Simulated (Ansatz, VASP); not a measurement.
**Re in VASP and in Ansatz**

Contents of INCAR:

```
SYSTEM = Re
  PREC = Accurate
  ENCUT = 520
  EDIFF = 1E-8
  ISMEAR = -1
  SIGMA = 0.05
  LREAL = .False.
  LASPH = .True.
  NELM = 60
  ALGO = Normal
  ISIF = 2
  LWAVE = .False.
  LCHARG = .False.
  GGA = PE
  LEFG = .True.
  NBANDS = 18
```

File KPOINTS:

```
regular mesh
0
Gamma
  15 15 15
  0 0 0
```

The input POSCAR:

```
Re
1.0
    1.3792946123      0.7963361157      6.6762045496
   -1.3792946123      0.7963361157      6.6762045496
    0.0000000000     -1.5926722314      6.6762045496
Re
3
Direct
    0.0000000000      0.0000000000      0.0000000000
    0.2221738800      0.2221738800      0.2221738800
    0.7778261200      0.7778261200      0.7778261200
```

Input for Ansatz:

```yaml
crystal:
  lattice:
    - [1.3792946123, 0.7963361157, 6.6762045496]
    - [-1.3792946123, 0.7963361157, 6.6762045496]
    - [0.0, -1.5926722314, 6.6762045496]
  atoms:
    - { symbol: Re, position: [0.0, 0.0, 0.0] }
    - { symbol: Re, position: [0.22217388, 0.22217388, 0.22217388] }
    - { symbol: Re, position: [0.77782612, 0.77782612, 0.77782612] }
kpoints:
  mp_grid: { grid: [15, 15, 15] }
scf:
  occupations: { method: fermi_dirac, width: 0.05 }
hamiltonian:
  xc: pbe
  pseudopotentials: { kind: all_electron, datasets: crystal }
output:
  forces: true
  stress: true
  eigenvalues: true
  efg: { contact_densities: true }
```

Change from the starting cell: volume scaled by 0.99, crystal datasets.

Alike in both runs: task electric field gradients; functional PBE; k mesh 15 × 15 × 15; occupations fermi-dirac, width 0.05 eV; no spin polarisation.

```csv
,VASP,Ansatz
version,VASP 6.6.1,Ansatz 0.2.0
potentials or method,"VASP PAW PBE potentials, release 64 (Re), cutoff 520 eV","all-electron PAW with datasets made for the crystal, scalar-relativistic"
```

VASP gave:

- pressure (GPa): 7.1
- traceless stress, the component that is largest in VASP (GPa): -0.57
- rms of the force components (eV/Å): 0.012
- size of Vzz on the site where it differs most (V/Å²): 35.7

What did Ansatz give for the same quantities?

Pressure (GPa): 7.6; traceless stress, the component that is largest in VASP (GPa): -0.48; rms of the force components (eV/Å): 0.011; size of Vzz on the site where it differs most (V/Å²): 20.8.

Atom by atom the forces differ by 0.001 eV/Å (rms over components). Ansatz ran all-electron here, and VASP with PAW potentials.

Neither program's run includes spin-orbit coupling.
